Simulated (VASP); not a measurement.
# Ca (Fd-3m) in VASP: single point with PBEsol+D3(BJ)

Aim: the single point of Ca with PBEsol+D3(BJ).

Program: VASP 6.6.1. These are calculated values, not measurements. Logs are shortened: lines on timing, memory, paths and dates and some standing lists are left out, and cuts for length are marked.

**1. The cell of the first run**

The structure is cubic, space group Fd-3m (No. 227). The conventional cell has a = 7.680 Å, b = 7.680 Å, c = 7.680 Å, α = 90.00°, β = 90.00°, γ = 90.00°. Within 4.4 Å of Ca (site symmetry -43m) lie 4 Ca at 3.33 Å.

This isn't the form of Ca at room conditions, which is fcc.

**2. Single point, PBEsol+D3(BJ)**

Contents of INCAR:

```
SYSTEM = Ca
PREC = Accurate
ENCUT = 500
EDIFF = 1E-6
ISMEAR = 0
SIGMA = 0.05
LREAL = .False.
LASPH = .True.
NELM = 120
ALGO = Normal
ISIF = 2
LWAVE = .False.
LCHARG = .False.
GGA = PS
IVDW = 12
NBANDS = 17
GGA_COMPAT = .False.
```

Contents of KPOINTS:

```
regular mesh
0
Gamma
  5 5 5
  0 0 0
```

Contents of POSCAR:

```
Ca
1.0
    0.0000000000      3.8400000000      3.8400000000
    3.8400000000      0.0000000000      3.8400000000
    3.8400000000      3.8400000000      0.0000000000
Ca
2
Direct
    1.0000000000      1.0000000000      1.0000000000
    0.2500000000      0.2500000000      0.2500000000
```

Potentials or basis: VASP PAW PBE potentials, release 64 (Ca_sv).

Command:

```bash
> cat potpaw_PBE.64/Ca_sv/POTCAR > POTCAR
> mpirun -np 1 vasp_std > vasp.out
```

OUTCAR:

```text
SYSTEM = Ca
   PREC = Accurate
   ENCUT = 500
   EDIFF = 1E-6
   ISMEAR = 0
   LREAL = .False.
   LASPH = .True.
   NELM = 120
   ISIF = 2
   GGA = PS
   IVDW = 12
 IVDW          = 12

 ion  position               nearest neighbor table
   1  0.000  0.000  0.000-
   2  0.250  0.250  0.250-

  LATTYP: Found a face centered cubic cell.
 ALAT       =     7.6800000000

  Lattice vectors:

 A1 = (   0.0000000000,   3.8400000000,   3.8400000000)
 A2 = (   3.8400000000,   0.0000000000,   3.8400000000)
 A3 = (   3.8400000000,   3.8400000000,   0.0000000000)

Analysis of symmetry for initial positions (statically):
=====================================================================
 Subroutine PRICEL returns:
 Original cell was already a primitive cell.

 Routine SETGRP: Setting up the symmetry group for a
 face centered cubic supercell.

 Subroutine GETGRP returns: Found 48 space group operations
 (whereof 24 operations were pure point group operations)
 out of a pool of 48 trial point group operations.

The static configuration has the point symmetry T_d .
 The point group associated with its full space group is O_h .

Analysis of symmetry for dynamics (positions and initial velocities):
=====================================================================
 Subroutine PRICEL returns:
 Original cell was already a primitive cell.

 Routine SETGRP: Setting up the symmetry group for a
 face centered cubic supercell.

 Subroutine GETGRP returns: Found 48 space group operations
 (whereof 24 operations were pure point group operations)
 out of a pool of 48 trial point group operations.

The dynamic configuration has the point symmetry T_d .
 The point group associated with its full space group is O_h .

 Subroutine INISYM returns: Found 48 space group operations
 (whereof 24 operations are pure point group operations),
 and found     1 'primitive' translations

----------------------------------------------------------------------------------------

                                     Primitive cell

  volume of cell :     113.2462

  direct lattice vectors                    reciprocal lattice vectors
     0.000000000  3.840000000  3.840000000    -0.130208333  0.130208333  0.130208333
     3.840000000  0.000000000  3.840000000     0.130208333 -0.130208333  0.130208333
     3.840000000  3.840000000  0.000000000     0.130208333  0.130208333 -0.130208333
[... 65 lines left out ...]
   LSORBIT =      F    spin-orbit coupling
   LASPH  =      T    aspherical Exc in radial PAW
   ENCUT  =  500.0 eV  36.75 Ry    6.06 a.u.   9.90  9.90  9.90*2*pi/ulx,y,z
   NELM   =    120;   NELMIN=  2; NELMDL= -5     # of ELM steps
   EDIFF  = 0.1E-05   stopping-criterion for ELM
   LREAL  =      F    real-space projection
   EDIFFG = 0.1E-04   stopping-criterion for IOM
   NSW    =      0    number of steps for IOM
   IBRION =     -1    ionic relax: 0-MD 1-quasi-New 2-CG
   NFREE  =      0    steps in history (QN), initial steepest desc. (CG)
   ISIF   =      2    stress and relaxation
   ISYM   =      2    0-nonsym 1-usesym 2-fastsym
   POTIM  = 0.5000    time-step for ionic-motion
   TEBEG  =    0.0;   TEEND  =   0.0 temperature during run
   PSTRESS=    0.0 pullay stress
   NELECT =      20.0000    total number of electrons
   NUPDOWN=      -1.0000    fix difference up-down
   EMIN   =  10.00;   EMAX   =-10.00  energy-range for DOS
   EFERMI =   0.00;   METHOD = LEGACY
   ISMEAR =     0;   SIGMA  =   0.05  broadening in eV -4-tet -1-fermi 0-gaus
   EFERMI_NEDOS =   21; number of points for ismear=-14 and -15
   IALGO  =     38    algorithm
   IMIX   =      4    mixing-type and parameters
     AMIX     =   0.40;   BMIX     =  1.00
     AMIX_MAG =   1.60;   BMIX_MAG =  1.00
  volume/ion in A,a.u.               =      56.62       382.11
  Fermi-wavevector in a.u.,A,eV,Ry     =   0.918495  1.735704 11.478332  0.843634
  Thomas-Fermi vector in A             =   2.043583
   LORBIT       =      0    0 simple, 1 ext, 2 COOP (PROOUT), +10 PAW based schemes
   GGA     = PS    functional components
   LHFCALC =     F    Hartree Fock is set to
   AEXX    =    0.0000 exact exchange contribution
   IVDW    =    12    specifies the selected vdW correction
   LEPSILON=     F    determine dielectric tensor
   LRPA    =     F    only Hartree local field effects (RPA)
 non-spin polarized calculation
 Gauss-broadening in eV      SIGMA  =   0.05
  energy-cutoff  :      500.00
  volume of cell :      113.25
 maximum number of plane-waves:      2891
   NGX = 19   NGY = 19   NGZ = 19

 number of electron      20.0000004 magnetization

 Free energy of the ion-electron system (eV)
  ---------------------------------------------------
  ext. energy  EPLUGINS =         0.00000000
  ---------------------------------------------------
  free energy    TOTEN  =        -1.87781510 eV

  energy without entropy =       -1.87089515  energy(sigma->0) =       -1.87435512

 E-fermi :   0.6460     XC(G=0):  -6.8283

 val. band max:        0.6260041954   @ k =   0.4000   0.2000   0.0000
 cond. band min:       0.7747213897   @ k =   0.4000   0.4000   0.0000
 fundamental gap:      0.1487171942
 Fermi energy:         0.6459817098

 k-point     1 :       0.0000    0.0000    0.0000
  band No.  band energies     occupation
      1     -41.9090      2.00000
      2     -41.8396      2.00000
      3     -23.0331      2.00000
      4     -23.0331      2.00000
      5     -23.0331      2.00000
      6     -22.8569      2.00000
[... 177 lines left out ...]
      4     -23.0643      2.00000
      5     -22.9748      2.00000
      6     -22.9183      2.00000
[... 9 lines left out ...]
     16       2.3971      0.00000
     17       3.2514      0.00000

------------------------ aborting loop because EDIFF is reached ----------------------------------------

 Edisp (eV)   -0.36324

 E8    (eV) :    -0.2645

  FORCE on cell =-STRESS in cart. coord.  units (eV):
  Direction    XX          YY          ZZ          XY          YZ          ZX
  --------------------------------------------------------------------------------------
  -------------------------------------------------------------------------------------
  Total       0.62511     0.62511     0.62511    -0.00000     0.00000     0.00000
  in kB       8.84385     8.84385     8.84385    -0.00000     0.00000     0.00000
  external pressure =        8.84 kB  Pullay stress =        0.00 kB

 VOLUME and BASIS-vectors are now :
 -----------------------------------------------------------------------------
  energy-cutoff  :      500.00
  volume of cell :      113.25
      direct lattice vectors                 reciprocal lattice vectors
     0.000000000  3.840000000  3.840000000    -0.130208333  0.130208333  0.130208333
     3.840000000  0.000000000  3.840000000     0.130208333 -0.130208333  0.130208333
     3.840000000  3.840000000  0.000000000     0.130208333  0.130208333 -0.130208333

 POSITION                                       TOTAL-FORCE (eV/Angst)
 -----------------------------------------------------------------------------------
      0.00000      0.00000      0.00000         0.000000      0.000000      0.000000
      1.92000      1.92000      1.92000        -0.000000     -0.000000     -0.000000
 -----------------------------------------------------------------------------------
    total drift:                               -0.000000     -0.000000      0.000000

  FREE ENERGIE OF THE ION-ELECTRON SYSTEM (eV)
  ---------------------------------------------------
  free  energy   TOTEN  =        -2.2410505075 eV

  energy  without entropy=       -2.2341305547  energy(sigma->0) =       -2.23759053
```

It took 35 s on 1 thread of AMD EPYC 7R43 (Zen 3), shared host; peak memory 0.19 GiB.

Results:

```yaml
Free_energy: -2.2411 eV
Pressure: 0.9 GPa
Band_gap_on_the_k_mesh: zero (bands 10 and 11 overlap by 1.08 eV)
Dispersion_energy_per_atom: -0.182 eV
```

Levels at points of the mesh, in eV from the Fermi level:
| k point | band 8 | band 9 | band 10 | band 11 | band 12 | band 13 |
| --- | --- | --- | --- | --- | --- | --- |
| (0.00, 0.00, 0.00) | -23.50 | -3.34 | 0.82 | 0.82 | 0.82 | 0.88 |

Caveat: three body term missing; the PAW data sets were made with another functional, which shifts forces and pressure a little.
